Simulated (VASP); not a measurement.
# W (I4/mmm) in VASP: further runs, part 2 of 2

VASP 6.6.1.

## (3) Single point, PBEsol (strain -0.0750 x Voigt [0, 1, 0, 0, 0, 0])

INCAR reads:

```
PREC = Accurate
ENCUT = 520
EDIFF = 1E-7
ISMEAR = 0
SIGMA = 0.15
LREAL = F
LASPH = T
NELM = 80
ALGO = Fast
ISIF = 2
LWAVE = F
LCHARG = F
GGA = PS
NBANDS = 13
```

KPOINTS reads:

```
regular mesh
0
Gamma
  26 26 26
```

POSCAR reads:

```
W
1.0
   -1.5771801398      1.4588916293      1.5771801398
    1.5771801398     -1.4588916293      1.5771801398
    1.5771801398      1.4588916293     -1.5771801398
W
1
Direct
    0.0000000000      0.0000000000      0.0000000000
```

Potentials or basis: VASP PAW PBE potentials, release 64 (W_sv).

Command:

```console
> cat potpaw_PBE.64/W_sv/POTCAR > POTCAR
> mpirun -np 1 vasp_std > vasp.out
```

OUTCAR:

```text
PREC = Accurate
   ENCUT = 520
   EDIFF = 1E-7
   ISMEAR = 0
   LREAL = F
   LASPH = T
   NELM = 80
   ISIF = 2
   GGA = PS

 ion  position               nearest neighbor table
   1  0.000  0.000  0.000-

  LATTYP: Found a body centered tetragonal cell.
 ALAT       =     3.1543602796
 C/A-ratio  =     0.9250000000

  Lattice vectors:

 A1 = (  -1.5771801398,  -1.4588916293,   1.5771801398)
 A2 = (   1.5771801398,  -1.4588916293,  -1.5771801398)
 A3 = (   1.5771801398,   1.4588916293,   1.5771801398)

Analysis of symmetry for initial positions (statically):
=====================================================================
 Subroutine PRICEL returns:
 Original cell was already a primitive cell.

 Routine SETGRP: Setting up the symmetry group for a
 body centered tetragonal supercell.

 Subroutine GETGRP returns: Found 16 space group operations
 (whereof 16 operations were pure point group operations)
 out of a pool of 16 trial point group operations.

The static configuration has the point symmetry D_4h.

Analysis of symmetry for dynamics (positions and initial velocities):
=====================================================================
 Subroutine PRICEL returns:
 Original cell was already a primitive cell.

 Routine SETGRP: Setting up the symmetry group for a
 body centered tetragonal supercell.

 Subroutine GETGRP returns: Found 16 space group operations
 (whereof 16 operations were pure point group operations)
 out of a pool of 16 trial point group operations.

The dynamic configuration has the point symmetry D_4h.

 Subroutine INISYM returns: Found 16 space group operations
 (whereof 16 operations are pure point group operations),
 and found     1 'primitive' translations

----------------------------------------------------------------------------------------

                                     Primitive cell

  volume of cell :      14.5160

  direct lattice vectors                    reciprocal lattice vectors
    -1.577180140  1.458891629  1.577180140     0.000000000  0.342725937  0.317021491
     1.577180140 -1.458891629  1.577180140     0.317021491  0.000000000  0.317021491
     1.577180140  1.458891629 -1.577180140     0.317021491  0.342725937  0.000000000

  length of vectors
     2.665212782  2.665212782  2.665212782     0.466865820  0.448336093  0.466865820

  position of ions in fractional coordinates (direct lattice)
     0.000000000  0.000000000  0.000000000

  ion indices of the primitive-cell ions
   primitive index   ion index
                 1           1

----------------------------------------------------------------------------------------

 KPOINTS: regular mesh

Automatic generation of k-mesh.
 Grid dimensions read from file:
 generate k-points for:   26   26   26

 Generating k-lattice:

  Cartesian coordinates                     Fractional coordinates (reciprocal lattice)
     0.000000000  0.013181767  0.012193134     0.038461538  0.000000000  0.000000000
     0.012193134  0.000000000  0.012193134     0.000000000  0.038461538  0.000000000
     0.012193134  0.013181767  0.000000000     0.000000000  0.000000000  0.038461538

  Length of vectors
     0.017956378  0.017243696  0.017956378

  Shift w.r.t. Gamma in fractional coordinates (k-lattice)
     0.000000000  0.000000000  0.000000000

 Subroutine IBZKPT returns following result:
 ===========================================

 Found   1330 irreducible k-points:

 Following reciprocal coordinates:
            Coordinates               Weight
  0.000000  0.000000  0.000000      1.000000
  0.038462  0.000000 -0.000000      8.000000
  0.076923  0.000000 -0.000000      8.000000
  0.115385 -0.000000  0.000000      8.000000
  0.153846 -0.000000  0.000000      8.000000
  0.192308  0.000000 -0.000000      8.000000
[... 16 lines left out ...]
  0.307692  0.038462  0.000000     16.000000
  0.346154  0.038462 -0.000000     16.000000
 [... further k-points ...]
   k-points           NKPTS =   1330   k-points in BZ     NKDIM =   1330   number of bands    NBANDS=     13
   number of dos      NEDOS =    301   number of ions     NIONS =      1
   total plane-waves  NPLWV =   8000
   dimension x,y,z NGX =    20 NGY =   20 NGZ =   20
   dimension x,y,z NGXF=    40 NGYF=   40 NGZF=   40
   ions per type =               1
   NGX,Y,Z   is equivalent  to a cutoff of  12.48, 12.48, 12.48 a.u.
   NGXF,Y,Z  is equivalent  to a cutoff of  24.95, 24.95, 24.95 a.u.
 SYSTEM =  unknown system
   PREC   = accura    normal or accurate (medium, high low for compatibility)
   ISTART =      0    job   : 0-new  1-cont  2-samecut
   ICHARG =      2    charge: 1-file 2-atom 10-const
   ISPIN  =      1    spin polarized calculation?
   LNONCOLLINEAR =      F non collinear calculations
   LSORBIT =      F    spin-orbit coupling
   LASPH  =      T    aspherical Exc in radial PAW
   ENCUT  =  520.0 eV  38.22 Ry    6.18 a.u.   4.96  4.96  4.96*2*pi/ulx,y,z
   NELM   =     80;   NELMIN=  2; NELMDL= -5     # of ELM steps
   EDIFF  = 0.1E-06   stopping-criterion for ELM
   LREAL  =      F    real-space projection
   EDIFFG = 0.1E-05   stopping-criterion for IOM
   NSW    =      0    number of steps for IOM
   IBRION =     -1    ionic relax: 0-MD 1-quasi-New 2-CG
   NFREE  =      0    steps in history (QN), initial steepest desc. (CG)
   ISIF   =      2    stress and relaxation
   ISYM   =      2    0-nonsym 1-usesym 2-fastsym
   POTIM  = 0.5000    time-step for ionic-motion
   TEBEG  =    0.0;   TEEND  =   0.0 temperature during run
   PSTRESS=    0.0 pullay stress
   NELECT =      14.0000    total number of electrons
   NUPDOWN=      -1.0000    fix difference up-down
   EMIN   =  10.00;   EMAX   =-10.00  energy-range for DOS
   EFERMI =   0.00;   METHOD = LEGACY
   ISMEAR =     0;   SIGMA  =   0.15  broadening in eV -4-tet -1-fermi 0-gaus
   EFERMI_NEDOS =   21; number of points for ismear=-14 and -15
   IALGO  =     68    algorithm
   IMIX   =      4    mixing-type and parameters
     AMIX     =   0.40;   BMIX     =  1.00
     AMIX_MAG =   1.60;   BMIX_MAG =  1.00
  volume/ion in A,a.u.               =      14.52        97.96
  Fermi-wavevector in a.u.,A,eV,Ry     =   1.617468  3.056571 35.595589  2.616202
  Thomas-Fermi vector in A             =   2.711888
   LORBIT       =      0    0 simple, 1 ext, 2 COOP (PROOUT), +10 PAW based schemes
   GGA     = PS    functional components
   LHFCALC =     F    Hartree Fock is set to
   AEXX    =    0.0000 exact exchange contribution
   IVDW    =     0    specifies the selected vdW correction
   LEPSILON=     F    determine dielectric tensor
   LRPA    =     F    only Hartree local field effects (RPA)
 non-spin polarized calculation
 RMM-DIIS sequential band-by-band and
 Gauss-broadening in eV      SIGMA  =   0.15
  energy-cutoff  :      520.00
  volume of cell :       14.52
 maximum number of plane-waves:       405
   NGX =  9   NGY =  9   NGZ =  9

 number of electron      14.0000003 magnetization

 Free energy of the ion-electron system (eV)
  ---------------------------------------------------
  ext. energy  EPLUGINS =         0.00000000
  ---------------------------------------------------
  free energy    TOTEN  =       -13.62345838 eV

  energy without entropy =      -13.61814854  energy(sigma->0) =      -13.62080346

 E-fermi :  12.6078     XC(G=0): -14.2648

 val. band max:       12.6043890922   @ k =   0.5000   0.5000   0.0769
 cond. band min:      12.6106728934   @ k =  -0.1154   0.1154   0.1154
 fundamental gap:      0.0062838012
 Fermi energy:        12.6077529700

 k-point     1 :       0.0000    0.0000    0.0000
  band No.  band energies     occupation
      1     -61.4463      2.00000
      2     -24.8686      2.00000
      3     -24.8686      2.00000
      4     -24.8119      2.00000
      5       2.4610      2.00000
      6      10.4584      2.00000
      7      11.6726      2.00000
      8      11.6726      2.00000
      9      14.1363      0.00000
     10      15.7938      0.00000
     11      26.8565      0.00000
     12      26.8565      0.00000
     13      28.5169      0.00000
[... 353 lines left out ...]
 k-point    24 :       0.3462    0.0385   -0.0000
  band No.  band energies     occupation
      1     -61.2756      2.00000
      2     -26.2852      2.00000
      3     -25.3542      2.00000
      4     -24.9108      2.00000
      5       5.8995      2.00000
      6       8.6180      2.00000
      7      11.7170      2.00000
      8      15.1694      0.00000
      9      15.9377      0.00000
     10      17.3451      0.00000
     11      25.4834      0.00000
     12      28.3408      0.00000
     13      33.1784      0.00000

 [... further k-points ...]
[... 5 lines left out ...]
  --------------------------------------------------------------------------------------
  -------------------------------------------------------------------------------------
  Total        1.8972329      4.8421093      1.8972329      0.0000000     -0.0000000      0.0000000
  in kB      209.4043026    534.4407278    209.4043026      0.0000000     -0.0000000      0.0000000
  external PRESSURE =     317.7497777 kB  Pullay stress =       0.0000000 kB

 VOLUME and BASIS-vectors are now :
 -----------------------------------------------------------------------------
  energy-cutoff  :      520.00
  volume of cell :       14.52
      direct lattice vectors                 reciprocal lattice vectors
    -1.577180140  1.458891629  1.577180140     0.000000000  0.342725937  0.317021491
     1.577180140 -1.458891629  1.577180140     0.317021491  0.000000000  0.317021491
     1.577180140  1.458891629 -1.577180140     0.317021491  0.342725937  0.000000000

 POSITION                                       TOTAL-FORCE (eV/Angst)
 -----------------------------------------------------------------------------------
      0.00000      0.00000      0.00000         0.000000      0.000000      0.000000
 -----------------------------------------------------------------------------------
    total drift:                                0.000000     -0.000000      0.000000

  FREE ENERGIE OF THE ION-ELECTRON SYSTEM (eV)
  ---------------------------------------------------
  free  energy   TOTEN  =       -13.6234583802 eV

  energy  without entropy=      -13.6181485443  energy(sigma->0) =      -13.62080346
```

It took 2.4 min on 1 thread of Intel Xeon Platinum 8488C (Sapphire Rapids), shared host; peak memory 0.33 GiB.

Results:

| Quantity | Value |
| --- | --- |
| Free energy | -13.6235 eV |
| Pressure | 31.8 GPa |
| Band gap on the k mesh | zero (bands 7 and 8 overlap by 7.13 eV) |

Stress tensor (GPa, compression positive):
```
20.94  0.00  0.00
 0.00 53.44  0.00
 0.00  0.00 20.94
```

Caveat: the cell differs from its parent crystal (strain -0.0750 x Voigt [0, 1, 0, 0, 0, 0]); the stress differs along the axes, from 21 to 53 GPa; the PAW data sets were made with another functional, which shifts forces and pressure a little; spin-orbit coupling is left out, which moves the levels of the heavy elements.

## (4) Single point, PBEsol (strain +0.0750 x Voigt [0, 1, 0, 0, 0, 0])

INCAR reads:

```
SYSTEM = W
PREC = Accurate
ENCUT = 520
EDIFF = 1E-7
ISMEAR = 0
SIGMA = 0.15
LREAL = .FALSE.
LASPH = .TRUE.
NELM = 80
ALGO = Fast
ISIF = 2
LWAVE = .FALSE.
LCHARG = .FALSE.
GGA = PS
NBANDS = 13
```

KPOINTS reads:

```
Automatic mesh
0
G
  26 26 26
  0 0 0
```

POSCAR reads:

```
W
1.0
   -1.5771801398      1.6954686503      1.5771801398
    1.5771801398     -1.6954686503      1.5771801398
    1.5771801398      1.6954686503     -1.5771801398
W
1
Direct
    0.0000000000      0.0000000000      0.0000000000
```

Command:

```console
> cat potpaw_PBE.64/W_sv/POTCAR > POTCAR
> mpirun -np 1 vasp_std > vasp.out
```

It took 2 min on 1 thread of Intel Xeon Platinum 8488C (Sapphire Rapids), shared host; peak memory 0.38 GiB.

The run converged. Its results:

```yaml
Free_energy: -13.6850 eV
Pressure: -19.1 GPa
Band_gap_on_the_k_mesh: zero (bands 7 and 8 overlap by 5.39 eV)
```

Stress tensor (GPa, compression positive):
```
-13.02   0.00   0.00
  0.00 -31.14   0.00
  0.00   0.00 -13.02
```

Levels at points of the mesh, in eV from the Fermi level:
| k point | band 4 | band 5 | band 6 | band 7 | band 8 | band 9 | band 10 | band 11 |
| --- | --- | --- | --- | --- | --- | --- | --- | --- |
| (0.00, 0.00, 0.00) | -37.85 | -9.29 | -1.35 | -1.35 | -0.51 | 1.49 | 2.59 | 13.62 |
| (0.50, 0.00, 0.00) | -37.86 | -5.89 | -2.94 | 0.36 | 1.32 | 2.98 | 5.51 | 9.92 |
| (0.00, 0.50, 0.00) | -37.90 | -5.85 | -3.82 | 0.88 | 2.72 | 3.28 | 5.75 | 10.46 |
| (0.50, 0.50, 0.50) | -38.54 | -5.45 | -5.25 | 4.57 | 4.86 | 4.86 | 6.53 | 8.44 |

Caveat: the cell differs from its parent crystal (strain +0.0750 x Voigt [0, 1, 0, 0, 0, 0]); the stress differs along the axes, from -31 to -13 GPa; the PAW data sets were made with another functional, which shifts forces and pressure a little; spin-orbit coupling is left out, which moves the levels of the heavy elements.

## (5) Summary

```tsv
cell	gap on the mesh (eV)	pressure (GPa)
a = 2.644 Å, angles 106.8, 115.1, 106.8°, 1 atom	none	45.6
a = 2.665 Å, angles 107.4, 113.6, 107.4°, 1 atom	none	31.8
a = 2.802 Å, angles 111.5, 105.5, 111.5°, 1 atom	none	-19.1
```

Alike in all rows: task single point; level PBEsol; potentials or basis VASP PAW PBE potentials, release 64 (W_sv); no spin polarisation; k mesh 26 × 26 × 26; cutoff (eV) 520; smearing gaussian 0.15 eV.

Caveats: the PAW data sets were made with another functional, which shifts forces and pressure a little; spin-orbit coupling is left out, which moves the levels of the heavy elements; the stress differs along the axes, from 30 to 76 GPa (at least some runs); the stress differs along the axes, from 21 to 53 GPa (at least some runs); the stress differs along the axes, from -31 to -13 GPa (at least some runs).

Total energies depend on the potentials used, so only differences within one code and one set of settings carry meaning.
